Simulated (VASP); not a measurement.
Input of a VASP 6.6.1 run:

The input INCAR:

```
PREC = Accurate ; ENCUT = 520
EDIFF = 1E-6 ; ISMEAR = 0
SIGMA = 0.05 ; LREAL = False
LASPH = True ; NELM = 100
ALGO = Normal ; ISIF = 2
LWAVE = False ; LCHARG = True
GGA = PE ; LELF = True
LVHAR = True ; NBANDS = 26
```

File KPOINTS:

```
regular mesh
0
Gamma
  6 6 6
```

POSCAR

```
C
1.0
    3.5714750638      0.0000000000      0.0000000000
    0.0000000000     -3.5714750638      0.0000000000
    0.0000000000      0.0000000000     -3.5714750638
C
8
Direct
    0.4676688058      0.0323311942      0.0323311942
    0.0000000000      0.5000000000      0.0000000000
    0.0000000000      0.0000000000      0.5000000000
    0.5000000000      0.5000000000      0.5000000000
    0.7500000000      0.7500000000      0.7500000000
    0.2500000000      0.2500000000      0.7500000000
    0.2500000000      0.7500000000      0.2500000000
    0.7500000000      0.2500000000      0.2500000000
```

Potentials or basis: VASP PAW PBE potentials, release 64 (C).

Launch:

```console
$ cat potpaw_PBE.64/C/POTCAR > POTCAR
$ mpirun -np 1 vasp_std > vasp.out
```

Task: Predict the band gap on the k mesh.

Result: 2.36 eV, direct.

Task: Predict the largest force.

Result: 6.904 eV/Å.

Task: Predict the pressure.

Result: 3.9 GPa.

Stress tensor (GPa, compression positive):
```
3.94 0.59 0.59
0.59 3.94 0.59
0.59 0.59 3.94
```

Caveat: the cell differs from its parent crystal (atom 1 (C) moved -0.200 Å towards its neighbour atom 5 (C) at 1.546 Å); forces of over 1 eV/Å act on the atoms, so gaps and moduli don't describe the material at rest. A k mesh can miss the band edges.
